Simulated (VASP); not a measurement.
A run of VASP 6.6.1:

INCAR

```
SYSTEM = TmHOs
ALGO     = Normal         ! electronic algorithm
EDIFF    = 1E-6           ! SCF threshold, eV
ENCUT    = 600            ! plane-wave cutoff, eV
GGA      = PE             ! functional
GGA_COMPAT= .FALSE.      
ISIF     = 2              ! what is computed and relaxed
ISMEAR   = 0              ! smearing method
LASPH    = .TRUE.         ! aspherical terms in the spheres
LCHARG   = .FALSE.        ! write CHGCAR
LMAXMIX  = 6              ! l up to which the mixer works
LREAL    = .FALSE.        ! projectors in reciprocal space
LWAVE    = .FALSE.        ! write WAVECAR
NBANDS   = 27             ! bands
NELM     = 200            ! most SCF steps
PREC     = Accurate       ! precision mode
SIGMA    = 0.1            ! smearing width, eV
```

The input KPOINTS:

```
k-points
0
G
  6 6 4
  0 0 0
```

POSCAR

```
TmHOs
1.0
    3.6469213707      0.0000000000      0.0000000000
    0.0000000000      3.6469213707      0.0000000000
    0.0000000000      0.0000000000      7.2798171382
Tm H Os
2 2 2
Direct
    0.5000000000      0.0000000000      0.6837656819
    0.0000000000      0.5000000000      0.3162343181
    0.0000000000      0.0000000000      0.5000000000
    0.5000000000      0.5000000000      0.5000000000
    0.0000000000      0.0000000000      0.0000000000
    0.5000000000      0.5000000000      0.0000000000
```

Potentials or basis: VASP PAW PBE potentials, release 64 (Tm_3, H, Os), 4f in core.

Launch:

```bash
$ cat potpaw_PBE.64/Tm_3/POTCAR potpaw_PBE.64/H/POTCAR potpaw_PBE.64/Os/POTCAR > POTCAR
$ mpirun -np 1 vasp_std > vasp.out
```

Hardware: 1 thread of Intel(R) Xeon(R) 6975P-C (Granite Rapids), on a shared host.

Task: How long does it take, and how much memory?

Result: Run time: 58 s on 1 thread of Intel(R) Xeon(R) 6975P-C (Granite Rapids), on a shared host, peak memory 0.27 GiB. Counts: scf iterations 15, k points 30.
